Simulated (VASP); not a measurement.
# BN (wurtzite type): relaxation of cell and atoms with PBE

The system is BN (wurtzite type).

```
B N
1.0
     2.46564    0.00000    0.00000
    -1.23282    2.13530    0.00000
     0.00000    0.00000    4.01899
B N
2 2
Direct
  0.33333 0.66667 0.00000
  0.66667 0.33333 0.50000
  0.33333 0.66667 0.37600
  0.66667 0.33333 0.87600
```

```yaml
Program: VASP 6.6.1
Task: relaxation of cell and atoms
Functional: PBE
Potentials_or_basis: VASP PAW PBE potentials, release 64 (B, N)
Cutoff: 600 eV
k_mesh: 12 × 12 × 7
Occupations: fermi-dirac, width 0.05 eV
Spin: no spin polarisation
Target_pressure: 76 GPa
Dipole_correction: no
Further_INCAR_settings: ALGO = Normal; EDIFF = 1e-06; IBRION = 2; EDIFFG = -0.005; NSW = 60; ISIF = 3
```

```
Relaxed volume                                         : 5.12 Å³/atom
Relaxed cell                                           : a = 2.426 Å, b = 2.426 Å, c = 4.018 Å, α = 90.00°, β = 90.00°, γ = 120.00°
Space group after relaxing (to 0.05 Å)                 : P6_3mc (No. 186)
Energy change on relaxing (the enthalpy is what falls) : +67.1 meV/atom
Ionic steps                                            : 9
Pressure after relaxing                                : 76.0 GPa
Band gap on the k mesh                                 : 4.83 eV, indirect (least direct gap 8.92 eV)
```

Stress tensor (GPa, compression positive):
```
75.99  0.00  0.00
 0.00 75.99  0.00
 0.00  0.00 76.07
```

Step by step:
| step | energy change (eV) | largest force (eV/Å) | pressure (GPa) | volume (Å³) |
| --- | --- | --- | --- | --- |
| 1 | 0.0000 | 0.1535 | 56.54 | 21.16 |
| 2 | 1.0188 | 0.0795 | 119.03 | 19.25 |
| 3 | 0.2837 | 0.1063 | 76.98 | 20.44 |
| 4 | 0.2909 | 0.1054 | 77.46 | 20.43 |
| 5 | 0.2537 | 0.1201 | 74.89 | 20.51 |
| 6 | 0.2687 | 0.0200 | 76.04 | 20.47 |
| 7 | 0.2691 | 0.0170 | 76.05 | 20.47 |
| 8 | 0.2671 | 0.0316 | 75.93 | 20.48 |
| 9 | 0.2683 | 0.0007 | 76.02 | 20.47 |

Final structure:
```yaml
crystal:
  lattice:
    - [2.42575, 0.00000, 0.00000]
    - [-1.21288, 2.10076, 0.00000]
    - [0.00000, 0.00000, 4.01750]
  atoms:
    - { symbol: B, position: [0.33333, 0.66667, 0.00125] }
    - { symbol: B, position: [0.66667, 0.33333, 0.50125] }
    - { symbol: N, position: [0.33333, 0.66667, 0.37475] }
    - { symbol: N, position: [0.66667, 0.33333, 0.87475] }
```

Levels at points of the mesh, in eV from the valence-band top:
```tsv
k point	band 6	band 7	band 8	band 9	band 10	band 11
(0.00, 0.00, 0.00)	-0.41	0.00	0.00	8.94	8.94	9.36
(0.50, 0.00, 0.00)	-5.76	-5.24	-2.43	7.22	8.34	11.29
```

Wall time 55 s on 1 thread of Intel(R) Xeon(R) Platinum 8488C (Sapphire Rapids), on a shared host, peak memory 0.14 GiB.

Caveat: the cell is relaxed towards a set pressure, so the enthalpy falls and the energy may rise. A k mesh can miss the band edges.
